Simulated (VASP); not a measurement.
**CsHg (NaTl type): single point with LDA**

The system is CsHg (NaTl type).

```
Cs Hg
1.0
     0.00000    3.95142    3.95142
     3.95142    0.00000    3.95142
     3.95142    3.95142    0.00000
Cs Hg
2 2
Direct
  0.12500 0.12500 0.12500
  0.87500 0.87500 0.87500
  0.37500 0.37500 0.37500
  0.62500 0.62500 0.62500
```

This cell differs from its parent crystal: volume scaled by 0.9.

| Quantity | Value |
| --- | --- |
| Program | VASP 6.6.1 |
| Task | single point |
| Functional | LDA |
| Potentials or basis | VASP PAW LDA potentials, release 64 (Cs_sv, Hg) |
| Cutoff | 520 eV |
| k mesh | 6 × 6 × 6 |
| Occupations | fermi-dirac, width 0.05 eV |
| Spin | no spin polarisation |
| Dipole correction | no |
| Further INCAR settings | ALGO = Normal; EDIFF = 1e-07; NBANDS = 29 |

```yaml
Pressure: 2.9 GPa
Band_gap_on_the_k_mesh: zero (band 21 reaches 4.46 eV, above the bottom of band 22 at 3.34 eV)
```

Levels at points of the mesh, in eV from the Fermi level:
```
           k point  band 19  band 20  band 21  band 22  band 23  band 24
(0.00, 0.00, 0.00)    -6.46    -1.35     0.60     0.60     0.60     2.13
(0.50, 0.00, 0.00)    -4.60    -3.75    -0.20    -0.20     1.45     2.10
(0.50, 0.50, 0.00)    -4.18    -4.18     0.66     0.66     2.28     2.28
```

It took 76 s on 1 thread of AMD EPYC 7R43 64-Core Processor (Zen 3), with other jobs on the host, peak memory 0.2 GiB.

Caveat: spin-orbit coupling is left out, which moves the levels of the heavy elements.
